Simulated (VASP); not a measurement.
# PbF2 (Fm-3m) in VASP: a series of runs

The runs below take PbF2 through single point, with PBE.

Everything below comes from runs of VASP 6.6.1. Logs are shortened: lines on timing, memory, paths and dates and some standing lists are left out, and cuts for length are marked.

### 1 The cell of the first run

It takes space group Fm-3m (No. 225, cubic). Conventional cell: a = 5.889 Å, b = 5.889 Å, c = 5.889 Å, α = 90.00°, β = 90.00°, γ = 90.00°. Within 3.4 Å of Pb (site symmetry m-3m) lie 8 F at 2.55 Å. F (site symmetry -43m) has 4 Pb at 2.55 Å and 6 F at 2.94 Å within 3.4 Å.

### 2 Single point, PBE (17.02 Å³/atom)

The input, INCAR:

```
SYSTEM = PbF2
PREC = Accurate
ENCUT = 520
EDIFF = 1E-7
ISMEAR = 0
SIGMA = 0.05
LREAL = .FALSE.
LASPH = .TRUE.
NELM = 100
ALGO = Normal
ISIF = 2
LWAVE = .FALSE.
LCHARG = .FALSE.
GGA = PE
NBANDS = 21
```

The input, KPOINTS:

```
regular mesh
0
G
  10 10 10
  0 0 0
```

The input, POSCAR:

```
PbF2
1.0
    0.0000000000      2.9443173724      2.9443173724
    2.9443173724      0.0000000000      2.9443173724
    2.9443173724      2.9443173724      0.0000000000
Pb F
1 2
Direct
    0.0000000000      0.0000000000      0.0000000000
    0.2500000000      0.2500000000      0.2500000000
    0.7500000000      0.7500000000      0.7500000000
```

Potentials or basis: VASP PAW PBE potentials, release 64 (Pb_d, F).

On the command line:

```console
cat potpaw_PBE.64/Pb_d/POTCAR potpaw_PBE.64/F/POTCAR > POTCAR
mpirun -np 1 vasp_std > vasp.out
```

OUTCAR:

```text
SYSTEM = PbF2
   PREC = Accurate
   ENCUT = 520
   EDIFF = 1E-7
   ISMEAR = 0
   LREAL = .FALSE.
   LASPH = .TRUE.
   NELM = 100
   ISIF = 2
   GGA = PE

 ion  position               nearest neighbor table
   1  0.000  0.000  0.000-   3 2.55   3 2.55   3 2.55   2 2.55   2 2.55   2 2.55   3 2.55   2 2.55

   2  0.250  0.250  0.250-   1 2.55   1 2.55   1 2.55   1 2.55
   3  0.750  0.750  0.750-   1 2.55   1 2.55   1 2.55   1 2.55

  LATTYP: Found a face centered cubic cell.
 ALAT       =     5.8886347448

  Lattice vectors:

 A1 = (   0.0000000000,   2.9443173724,   2.9443173724)
 A2 = (   2.9443173724,   0.0000000000,   2.9443173724)
 A3 = (   2.9443173724,   2.9443173724,   0.0000000000)

Analysis of symmetry for initial positions (statically):
=====================================================================
 Subroutine PRICEL returns:
 Original cell was already a primitive cell.

 Routine SETGRP: Setting up the symmetry group for a
 face centered cubic supercell.

 Subroutine GETGRP returns: Found 48 space group operations
 (whereof 48 operations were pure point group operations)
 out of a pool of 48 trial point group operations.

The static configuration has the point symmetry O_h .

Analysis of symmetry for dynamics (positions and initial velocities):
=====================================================================
 Subroutine PRICEL returns:
 Original cell was already a primitive cell.

 Routine SETGRP: Setting up the symmetry group for a
 face centered cubic supercell.

 Subroutine GETGRP returns: Found 48 space group operations
 (whereof 48 operations were pure point group operations)
 out of a pool of 48 trial point group operations.

The dynamic configuration has the point symmetry O_h .

 Subroutine INISYM returns: Found 48 space group operations
 (whereof 48 operations are pure point group operations),
 and found     1 'primitive' translations

----------------------------------------------------------------------------------------

                                     Primitive cell

  volume of cell :      51.0486

  direct lattice vectors                    reciprocal lattice vectors
     0.000000000  2.944317372  2.944317372    -0.169818650  0.169818650  0.169818650
     2.944317372  0.000000000  2.944317372     0.169818650 -0.169818650  0.169818650
     2.944317372  2.944317372  0.000000000     0.169818650  0.169818650 -0.169818650

  length of vectors
     4.163893560  4.163893560  4.163893560     0.294134529  0.294134529  0.294134529

  position of ions in fractional coordinates (direct lattice)
     0.000000000  0.000000000  0.000000000
     0.250000000  0.250000000  0.250000000
     0.750000000  0.750000000  0.750000000

  ion indices of the primitive-cell ions
   primitive index   ion index
                 1           1
                 2           2
                 3           3

----------------------------------------------------------------------------------------

 KPOINTS: regular mesh

Automatic generation of k-mesh.
 Grid dimensions read from file:
 generate k-points for:   10   10   10

 Generating k-lattice:

  Cartesian coordinates                     Fractional coordinates (reciprocal lattice)
    -0.016981865  0.016981865  0.016981865     0.100000000  0.000000000  0.000000000
     0.016981865 -0.016981865  0.016981865     0.000000000  0.100000000  0.000000000
     0.016981865  0.016981865 -0.016981865     0.000000000  0.000000000  0.100000000

  Length of vectors
     0.029413453  0.029413453  0.029413453

  Shift w.r.t. Gamma in fractional coordinates (k-lattice)
     0.000000000  0.000000000  0.000000000

 Subroutine IBZKPT returns following result:
 ===========================================

 Found     47 irreducible k-points:

 Following reciprocal coordinates:
            Coordinates               Weight
  0.000000  0.000000  0.000000      1.000000
  0.100000  0.000000  0.000000      8.000000
  0.200000  0.000000  0.000000      8.000000
  0.300000  0.000000  0.000000      8.000000
  0.400000  0.000000  0.000000      8.000000
  0.500000  0.000000  0.000000      4.000000
[... 16 lines left out ...]
  0.300000  0.300000  0.000000      6.000000
  0.400000  0.300000  0.000000     24.000000
 [... further k-points ...]
   k-points           NKPTS =     47   k-points in BZ     NKDIM =     47   number of bands    NBANDS=     21
   number of dos      NEDOS =    301   number of ions     NIONS =      3
   total plane-waves  NPLWV =  32768
   dimension x,y,z NGX =    32 NGY =   32 NGZ =   32
   dimension x,y,z NGXF=    64 NGYF=   64 NGZF=   64
   ions per type =               1   2
   NGX,Y,Z   is equivalent  to a cutoff of  12.78, 12.78, 12.78 a.u.
   NGXF,Y,Z  is equivalent  to a cutoff of  25.55, 25.55, 25.55 a.u.
 SYSTEM =  PbF2
   PREC   = accura    normal or accurate (medium, high low for compatibility)
   ISTART =      0    job   : 0-new  1-cont  2-samecut
   ICHARG =      2    charge: 1-file 2-atom 10-const
   ISPIN  =      1    spin polarized calculation?
   LNONCOLLINEAR =      F non collinear calculations
   LSORBIT =      F    spin-orbit coupling
   LASPH  =      T    aspherical Exc in radial PAW
   ENCUT  =  520.0 eV  38.22 Ry    6.18 a.u.   7.74  7.74  7.74*2*pi/ulx,y,z
   NELM   =    100;   NELMIN=  2; NELMDL= -5     # of ELM steps
   EDIFF  = 0.1E-06   stopping-criterion for ELM
   LREAL  =      F    real-space projection
   EDIFFG = 0.1E-05   stopping-criterion for IOM
   NSW    =      0    number of steps for IOM
   IBRION =     -1    ionic relax: 0-MD 1-quasi-New 2-CG
   NFREE  =      0    steps in history (QN), initial steepest desc. (CG)
   ISIF   =      2    stress and relaxation
   ISYM   =      2    0-nonsym 1-usesym 2-fastsym
   POTIM  = 0.5000    time-step for ionic-motion
   TEBEG  =    0.0;   TEEND  =   0.0 temperature during run
   PSTRESS=    0.0 pullay stress
   NELECT =      28.0000    total number of electrons
   NUPDOWN=      -1.0000    fix difference up-down
   EMIN   =  10.00;   EMAX   =-10.00  energy-range for DOS
   EFERMI =   0.00;   METHOD = LEGACY
   ISMEAR =     0;   SIGMA  =   0.05  broadening in eV -4-tet -1-fermi 0-gaus
   EFERMI_NEDOS =   21; number of points for ismear=-14 and -15
   IALGO  =     38    algorithm
   IMIX   =      4    mixing-type and parameters
     AMIX     =   0.40;   BMIX     =  1.00
     AMIX_MAG =   1.60;   BMIX_MAG =  1.00
  volume/ion in A,a.u.               =      17.02       114.83
  Fermi-wavevector in a.u.,A,eV,Ry     =   1.340087  2.532397 24.433782  1.795832
  Thomas-Fermi vector in A             =   2.468427
   LORBIT       =      0    0 simple, 1 ext, 2 COOP (PROOUT), +10 PAW based schemes
   GGA     = PE    functional components
   LHFCALC =     F    Hartree Fock is set to
   AEXX    =    0.0000 exact exchange contribution
   IVDW    =     0    specifies the selected vdW correction
   LEPSILON=     F    determine dielectric tensor
   LRPA    =     F    only Hartree local field effects (RPA)
 non-spin polarized calculation
 Gauss-broadening in eV      SIGMA  =   0.05
  energy-cutoff  :      520.00
  volume of cell :       51.05
 maximum number of plane-waves:      1392
   NGX = 15   NGY = 15   NGZ = 15

 number of electron      27.9999994 magnetization

 Free energy of the ion-electron system (eV)
  ---------------------------------------------------
  ext. energy  EPLUGINS =         0.00000000
  ---------------------------------------------------
  free energy    TOTEN  =       -14.31142233 eV

  energy without entropy =      -14.31142233  energy(sigma->0) =      -14.31142233

 E-fermi :   2.3400     XC(G=0):  -9.5048

 val. band max:        2.1252789432   @ k =  -0.3000   0.4000   0.2000
 cond. band min:       6.5479838815   @ k =   0.5000   0.5000   0.0000
 fundamental gap:      4.4227049383
 Fermi energy:         2.3399635101

 k-point     1 :       0.0000    0.0000    0.0000
  band No.  band energies     occupation
      1     -19.1256      2.00000
      2     -18.4705      2.00000
      3     -12.3279      2.00000
      4     -12.3279      2.00000
      5     -12.3279      2.00000
      6     -12.2623      2.00000
[... 13 lines left out ...]
     20      17.3247      0.00000
     21      19.7760      0.00000

 k-point     2 :       0.1000    0.0000    0.0000
  band No.  band energies     occupation
      1     -19.1058      2.00000
      2     -18.4894      2.00000
      3     -12.3233      2.00000
      4     -12.3233      2.00000
      5     -12.3051      2.00000
      6     -12.2625      2.00000
[... 13 lines left out ...]
     20      17.0252      0.00000
     21      19.3501      0.00000

 k-point     3 :       0.2000    0.0000    0.0000
  band No.  band energies     occupation
      1     -19.0488      2.00000
      2     -18.5406      2.00000
      3     -12.3138      2.00000
      4     -12.3138      2.00000
      5     -12.2602      2.00000
      6     -12.2602      2.00000
[... 13 lines left out ...]
     20      16.5329      0.00000
     21      18.4087      0.00000

 k-point     4 :       0.3000    0.0000    0.0000
  band No.  band energies     occupation
      1     -18.9691      2.00000
      2     -18.6116      2.00000
      3     -12.3082      2.00000
      4     -12.3082      2.00000
      5     -12.2510      2.00000
      6     -12.2510      2.00000
[... 13 lines left out ...]
     20      16.1665      0.00000
     21      17.4394      0.00000

 k-point     5 :       0.4000    0.0000    0.0000
  band No.  band energies     occupation
      1     -18.8823      2.00000
      2     -18.6899      2.00000
      3     -12.3082      2.00000
      4     -12.3082      2.00000
      5     -12.2390      2.00000
      6     -12.2390      2.00000
[... 13 lines left out ...]
     20      15.9731      0.00000
     21      16.7480      0.00000

 k-point     6 :       0.5000    0.0000    0.0000
  band No.  band energies     occupation
      1     -18.8231      2.00000
      2     -18.7452      2.00000
      3     -12.3089      2.00000
      4     -12.3089      2.00000
      5     -12.2337      2.00000
      6     -12.2337      2.00000
[... 13 lines left out ...]
     20      15.9172      0.00000
     21      16.4982      0.00000

 k-point     7 :       0.1000    0.1000    0.0000
  band No.  band energies     occupation
      1     -19.0991      2.00000
      2     -18.4953      2.00000
      3     -12.3191      2.00000
      4     -12.3191      2.00000
      5     -12.3024      2.00000
      6     -12.2657      2.00000
[... 13 lines left out ...]
     20      17.4147      0.00000
     21      19.3780      0.00000
[... 291 lines left out ...]
      1     -18.8101      2.00000
      2     -18.7503      2.00000
      3     -12.2871      2.00000
      4     -12.2840      2.00000
      5     -12.2421      2.00000
      6     -12.2077      2.00000
[... 13 lines left out ...]
     20      17.6573      0.00000
     21      18.9289      0.00000

 k-point    21 :      -0.3000    0.2000    0.0000
  band No.  band energies     occupation
      1     -18.8754      2.00000
      2     -18.6908      2.00000
      3     -12.2853      2.00000
      4     -12.2841      2.00000
      5     -12.2586      2.00000
      6     -12.2116      2.00000
[... 13 lines left out ...]
     20      17.5149      0.00000
     21      19.1681      0.00000

 k-point    22 :      -0.2000    0.2000    0.0000
  band No.  band energies     occupation
      1     -18.9474      2.00000
      2     -18.6285      2.00000
      3     -12.2920      2.00000
      4     -12.2884      2.00000
      5     -12.2682      2.00000
      6     -12.2316      2.00000
[... 13 lines left out ...]
     20      17.1239      0.00000
     21      19.3553      0.00000

 k-point    23 :       0.3000    0.3000    0.0000
  band No.  band energies     occupation
      1     -18.9351      2.00000
      2     -18.6350      2.00000
      3     -12.2873      2.00000
      4     -12.2658      2.00000
      5     -12.2658      2.00000
      6     -12.2452      2.00000
[... 13 lines left out ...]
     20      18.0973      0.00000
     21      19.0897      0.00000

 k-point    24 :       0.4000    0.3000    0.0000
  band No.  band energies     occupation
      1     -18.8858      2.00000
      2     -18.6756      2.00000
      3     -12.2921      2.00000
      4     -12.2590      2.00000
      5     -12.2455      2.00000
      6     -12.2378      2.00000
[... 13 lines left out ...]
     20      18.0287      0.00000
     21      19.3487      0.00000

 [... further k-points ...]

------------------------ aborting loop because EDIFF is reached ----------------------------------------

  FORCE on cell =-STRESS in cart. coord.  units (eV):
  Direction    XX          YY          ZZ          XY          YZ          ZX
  --------------------------------------------------------------------------------------
  -------------------------------------------------------------------------------------
  Total        1.3084808      1.3084808      1.3084808      0.0000000      0.0000000      0.0000000
  in kB       41.0671036     41.0671036     41.0671036      0.0000000      0.0000000      0.0000000
  external PRESSURE =      41.0671036 kB  Pullay stress =       0.0000000 kB

 VOLUME and BASIS-vectors are now :
 -----------------------------------------------------------------------------
  energy-cutoff  :      520.00
  volume of cell :       51.05
      direct lattice vectors                 reciprocal lattice vectors
     0.000000000  2.944317372  2.944317372    -0.169818650  0.169818650  0.169818650
     2.944317372  0.000000000  2.944317372     0.169818650 -0.169818650  0.169818650
     2.944317372  2.944317372  0.000000000     0.169818650  0.169818650 -0.169818650

 POSITION                                       TOTAL-FORCE (eV/Angst)
 -----------------------------------------------------------------------------------
      0.00000      0.00000      0.00000         0.000000      0.000000     -0.000000
      1.47216      1.47216      1.47216        -0.000000     -0.000000      0.000000
      4.41648      4.41648      4.41648         0.000000      0.000000     -0.000000
 -----------------------------------------------------------------------------------
    total drift:                                0.000000     -0.000000      0.000000

  FREE ENERGIE OF THE ION-ELECTRON SYSTEM (eV)
  ---------------------------------------------------
  free  energy   TOTEN  =       -14.3114223263 eV

  energy  without entropy=      -14.3114223263  energy(sigma->0) =      -14.31142233
```

It took 41 s on 1 thread of AMD EPYC 7R43 (Zen 3), shared host; peak memory 0.16 GiB.

What came out:

```
Free energy            : -14.3114 eV
Pressure               : 4.1 GPa
Band gap on the k mesh : 4.42 eV (least direct gap 4.56 eV)
```

Caveat: the cell stands under pressure; spin-orbit coupling is left out, which moves the levels of the heavy elements. A k mesh can miss the band edges.

[end of part 1 of 2]
